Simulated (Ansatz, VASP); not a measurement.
Pb in VASP and in Ansatz

```
Pb
1.0
     0.00000    3.50778    3.43900
     3.50778    0.00000    3.43900
     3.50778    3.50778    0.00000
Pb
2
Cartesian
  0.0000 0.0000 0.0000
  1.7539 1.7539 1.7195
```

Change from the starting cell: equal xx and yy strain of +2 %, crystal datasets.

Alike in both runs: task electric field gradients; functional LDA; k mesh 8 × 8 × 8; occupations fermi-dirac, width 0.05 eV; no spin polarisation.

|  | VASP | Ansatz |
| --- | --- | --- |
| version | VASP 6.6.1 | Ansatz 0.2.0 |
| potentials or method | VASP PAW LDA potentials, release 64 (Pb_d), cutoff 520 eV | all-electron PAW with datasets made for the crystal, scalar-relativistic |

Ansatz gave:

| Property | Result |
| --- | --- |
| pressure (GPa) | -1.8 |
| traceless stress, the component that is largest in VASP (GPa) | 0.17 |
| size of Vzz on the site where it differs most (V/Å²) | 16.0 |

Question: Which values does VASP return?

Answer: Pressure (GPa): -1.8; traceless stress, the component that is largest in VASP (GPa): 0.17; size of Vzz on the site where it differs most (V/Å²): 15.3.

LDA's correlation is that of Perdew and Zunger in VASP and of Perdew and Wang (1992) in Ansatz. Ansatz ran all-electron here, and VASP with PAW potentials.

Neither program's run includes spin-orbit coupling.
